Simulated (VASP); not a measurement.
A run of VASP 6.6.1:

INCAR

```
SYSTEM = NiAu3
PREC = Accurate ; ENCUT = 520
EDIFF = 1E-6 ; ISMEAR = -1
SIGMA = 0.1 ; LREAL = .FALSE.
LASPH = .TRUE. ; NELM = 150
ALGO = Normal ; ISIF = 2
LWAVE = .FALSE. ; LCHARG = .FALSE.
ISPIN = 2 ; MAGMOM = 1.5 0 0 0
LORBIT = 11 ; LMAXMIX = 4
GGA = PS ; NBANDS = 34
```

File KPOINTS:

```
regular mesh
0
G
  6 6 6
  0 0 0
```

POSCAR

```
NiAu3
1.0
    3.9552439070      0.0000000000      0.0000000000
    0.0000000000      3.9552439070      0.0000000000
    0.0000000000      0.0000000000      3.9552439070
Ni Au
1 3
Direct
    0.0000000000      0.0000000000      0.0000000000
    0.5000000000      0.0000000000      0.5000000000
    0.0000000000      0.5000000000      0.5000000000
    0.5000000000      0.5000000000      0.0000000000
```

Potentials or basis: VASP PAW PBE potentials, release 64 (Ni, Au).

The run is started by

```sh
$ cat potpaw_PBE.64/Ni/POTCAR potpaw_PBE.64/Au/POTCAR > POTCAR
$ mpirun -np 1 vasp_std > vasp.out
```

Hardware: 1 thread of Intel(R) Xeon(R) 6975P-C (Granite Rapids), with other jobs on the host.

Question: Estimate the wall time of this run.

Answer: Wall time 47 s on 1 thread of Intel(R) Xeon(R) 6975P-C (Granite Rapids), on a shared host, peak memory 0.21 GiB. Counts: scf iterations 17, k points 20.
